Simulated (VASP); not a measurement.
Here is a VASP 6.6.1 calculation.

The input INCAR:

```
SYSTEM = Zn3In8O15
PREC = Accurate
ENCUT = 520
EDIFF = 1E-6
ISMEAR = -1
SIGMA = 0.2585
LREAL = .False.
LASPH = .True.
NELM = 120
ALGO = Normal
ISIF = 2
LWAVE = .False.
LCHARG = .False.
GGA = PE
NBANDS = 134
ISYM = 0
GGA_COMPAT = .False.
```

KPOINTS

```
regular mesh
0
Gamma
  1 1 1
  0 0 0
```

POSCAR

```
Zn3In8O15
1.0
    7.1668360000     -0.0632620000      0.0376150000
   -0.0632620000      6.9529050000      0.1854250000
    0.0376150000      0.1854250000      6.9995360000
Zn O In
3 15 8
Direct
    0.3026507610      0.9169012611     -0.0214106513
    0.9934286268      0.2139929105      0.1671560153
    0.3658436819      1.0027209256      0.4553359340
    0.5847623163      0.8506410527      0.3563640573
    0.6974713166      0.6816143461     -0.0010967475
    0.9490041389      0.4074666921      0.3373423178
    0.1977189687      0.5760675182      0.4790312503
    1.1334087142      0.3953234322      0.7794118044
    0.7397945888      0.1323047536      0.0997573293
    0.0492312563     -0.0032709024      1.0399770318
   -0.0029813683      0.0032209221      0.6577625866
    0.8113063961      0.6749620717      0.7396667247
    0.5518070970      0.2773160553      0.7821773395
    0.6337445068      0.5607858029      0.4271297402
    0.3713070866      0.3151929785      0.4890267906
    0.0645705202      0.9067433702      0.4135868850
    0.3748731941      0.8558118098      0.7367184396
    0.2525189339      0.6364884440      0.0270037372
    0.7002328833      0.2827633804      0.4835821032
    0.8779738539      0.6904737214      0.2563904127
    0.7158630396      0.3982614456      0.9494832491
    0.8260576109      0.9901707554      0.8595974691
    0.1201879185      0.6790234193      0.7258082841
    0.2799097353      0.3566629231      0.0082956889
    0.4293137464      0.6541383353      0.2358071682
    0.4587293849      0.5851089915      0.6794601899
```

Potentials or basis: VASP PAW PBE potentials, release 64 (Zn, O, In_d).

Launch:

```bash
$ cat potpaw_PBE.64/Zn/POTCAR potpaw_PBE.64/O/POTCAR potpaw_PBE.64/In_d/POTCAR > POTCAR
$ mpirun -np 1 vasp_gam > vasp.out
```

Task: Predict the largest force.

Result: 6.633 eV/Å.

Task: Predict the pressure.

Result: 17.8 GPa.

Forces in eV/Å, atoms in the order of the input:
```
Zn  -0.610  2.205  0.433
Zn  -0.161 -0.531  2.365
Zn  -0.411  1.222  0.587
O   -1.168  4.426  0.117
O   -1.680  0.803  4.135
O   -0.391 -1.182 -0.826
O    2.361  1.166 -2.580
O   -1.521 -1.705  0.027
O   -1.162  0.892  0.634
O    2.579 -1.728  0.366
O    2.940  0.490 -3.344
O    1.091 -0.798 -1.768
O   -1.780 -0.781 -2.036
O    1.080 -1.207  0.324
O    1.016 -2.776 -1.498
O    0.021  0.404 -0.447
O    0.584  1.010 -1.345
O   -1.617  2.014 -0.222
In  -0.419 -1.711 -0.212
In   0.434  1.873  1.671
In   3.536  1.516  1.965
In  -3.846 -1.755  1.086
In  -5.910  2.960 -0.561
In   1.547 -4.231  1.076
In   0.522 -0.899  2.843
In   2.963 -1.678 -2.790
```

Caveat: the k points lie up to 0.90 Å⁻¹ apart; the atoms stand as in a frame of molecular dynamics.
